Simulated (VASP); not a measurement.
## Mo: single point with BLYP+D3(BJ)

Crystal: Mo.

```
Mo
1.0
    -1.56390    1.56390    1.56390
     1.56390   -1.56390    1.56390
     1.56390    1.56390   -1.56390
Mo
1
Direct
  0.00000 0.00000 0.00000
```

- Program: VASP 6.6.1
- Task: single point
- Functional: BLYP
- Dispersion: D3(BJ)
- Potentials or basis: VASP PAW PBE potentials, release 64 (Mo_sv)
- Cutoff: 520 eV
- k mesh: 12 × 12 × 12
- Occupations: fermi-dirac, width 0.05 eV
- Spin: no spin polarisation
- Dipole correction: no
- Further INCAR settings: ALGO = Normal; EDIFF = 1e-06; NBANDS = 13

| Property | Result |
| --- | --- |
| Pressure | 1.2 GPa |
| Band gap on the k mesh | zero (band 7 reaches 17.50 eV, above the bottom of band 8 at 12.02 eV) |
| Dispersion energy per atom | -1.721 eV |

Levels at points of the mesh, in eV from the Fermi level:
```csv
k point,band 5,band 6,band 7,band 8,band 9,band 10
"(0.00, 0.00, 0.00)",-7.04,-1.42,-1.42,-1.42,1.71,1.71
"(0.50, 0.00, 0.00)",-5.34,-3.49,1.73,2.02,2.37,4.85
"(0.50, 0.50, 0.50)",-5.49,-5.49,4.06,4.06,4.06,9.46
```

Wall time 8.8 s on 1 thread of Intel(R) Xeon(R) Platinum 8488C (Sapphire Rapids), on a shared host, peak memory 0.14 GiB.

Caveat: the PAW data sets were made with another functional, which shifts forces and pressure a little; pairwise dispersion overbinds metals, which lowers pressure and volume.
